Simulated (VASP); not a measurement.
Input of a VASP 6.6.1 run:

File INCAR:

```
  PREC = Accurate
  ENCUT = 520
  EDIFF = 1E-6
  ISMEAR = -1
  SIGMA = 0.05
  LREAL = F
  LASPH = T
  NELM = 80
  ALGO = Fast
  ISIF = 2
  LWAVE = F
  LCHARG = T
  GGA = PE
  LELF = T
  LVHAR = T
  NBANDS = 30
```

Contents of KPOINTS:

```
Automatic mesh
0
Gamma
  9 9 9
```

POSCAR

```
Ta3Cu
1.0
   -1.9793887163      1.9793887163      4.1512958659
    1.9793887163     -1.9793887163      4.1512958659
    1.9793887163      1.9793887163     -4.1512958659
Ta Cu
3 1
Direct
    0.5000000000      0.5000000000      0.0000000000
    0.2500000000      0.7500000000      0.5000000000
    0.7500000000      0.2500000000      0.5000000000
    0.0000000000      0.0000000000      0.0000000000
```

Potentials or basis: VASP PAW PBE potentials, release 64 (Ta_pv, Cu).

Run with:

```sh
$ cat potpaw_PBE.64/Ta_pv/POTCAR potpaw_PBE.64/Cu/POTCAR > POTCAR
$ mpirun -np 1 vasp_std > vasp.out
```

(1) Predict the band gap on the k mesh.

(2) What does it give for the pressure?

## Answers

(1) zero (bands 22 and 23 overlap by 1.42 eV).

(2) 8.8 GPa.

Caveat: the cell stands under pressure; spin-orbit coupling is left out, which moves the levels of the heavy elements.
